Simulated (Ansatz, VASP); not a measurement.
**One calculation of Cu, two programs**

File INCAR:

```
ALGO     = Normal         # electronic algorithm
EDIFF    = 1E-6           # SCF threshold, eV
ENCUT    = 520            # plane-wave cutoff, eV
GGA      = RP             # functional
ISIF     = 2              # what is computed and relaxed
ISMEAR   = -1             # smearing method
LASPH    = T              # aspherical terms in the spheres
LCHARG   = F              # write CHGCAR
LREAL    = F              # projectors in reciprocal space
LWAVE    = F              # write WAVECAR
NBANDS   = 18             # bands
NELM     = 60             # most SCF steps
PREC     = Accurate       # precision mode
SIGMA    = 0.05           # smearing width, eV
```

File KPOINTS:

```
k-points
0
Gamma
  12 12 7
```

POSCAR

```
Cu
1.0
    2.5340966698      0.0000000000      0.0000000000
   -1.2670483349      2.1945920917      0.0000000000
    0.0000000000      0.0000000000      4.1125710000
Cu
2
Direct
    0.6666666667      0.3333333333      0.7500000000
    0.3333333333      0.6666666667      0.2500000000
```

The input input.yaml:

```yaml
crystal:
  lattice:
    - [2.5340966698, 0.0, 0.0]
    - [-1.2670483349, 2.1945920917, 0.0]
    - [0.0, 0.0, 4.112571]
  atoms:
    - { symbol: Cu, position: [0.6666666667, 0.3333333333, 0.75] }
    - { symbol: Cu, position: [0.3333333333, 0.6666666667, 0.25] }
hamiltonian:
  xc: rpbe
  pseudopotentials: { kind: paw }
kpoints:
  mp_grid: { grid: [12, 12, 7] }
  band_path:
    path:
      - [[0.0, 0.0, 0.0], [0.5, 0.0, 0.0], [0.3333333333, 0.3333333333, 0.0], [0.0, 0.0, 0.0], [0.0, 0.0, 0.5], [0.5, 0.0, 0.5], [0.3333333333, 0.3333333333, 0.5], [0.0, 0.0, 0.5]]
      - [[0.5, 0.0, 0.5], [0.5, 0.0, 0.0]]
      - [[0.3333333333, 0.3333333333, 0.0], [0.3333333333, 0.3333333333, 0.5]]
    npoints: 14
scf:
  occupations: { method: fermi_dirac, width: 0.05 }
  n_extra_bands: 6
output:
  forces: true
  stress: true
  eigenvalues: true
  fatbands: false
```

Alike in both runs: functional RPBE; k mesh 12 × 12 × 7; occupations fermi-dirac, width 0.05 eV; no spin polarisation.

```csv
,VASP,Ansatz
version,VASP 6.6.1,Ansatz 0.2.0
potentials or method,"VASP PAW PBE potentials, release 64 (Cu)",Ansatz PAW
plane-wave cutoff (eV),520,420
valence electrons in the cell,22,38
task,single point,band structure
```

|  | VASP | Ansatz | Ansatz less VASP |
| --- | --- | --- | --- |
| gap on the k mesh at the Fermi level (eV) | none | none | - |
| pressure (GPa) | 13.1 | 12.5 | -0.60 |
| traceless stress, the component that is largest in VASP (GPa) | 0.27 | 0.33 | +0.064 |

VASP's potentials were made for PBE, not for RPBE. A gap of «none» marks a metal or a gap that the smearing closes. With one functional, cell and mesh, what is left measures potentials, basis and numerics. VASP's potentials hold 22 valence electrons a cell and Ansatz's 38, so a difference there can come from the potentials and not from the codes.
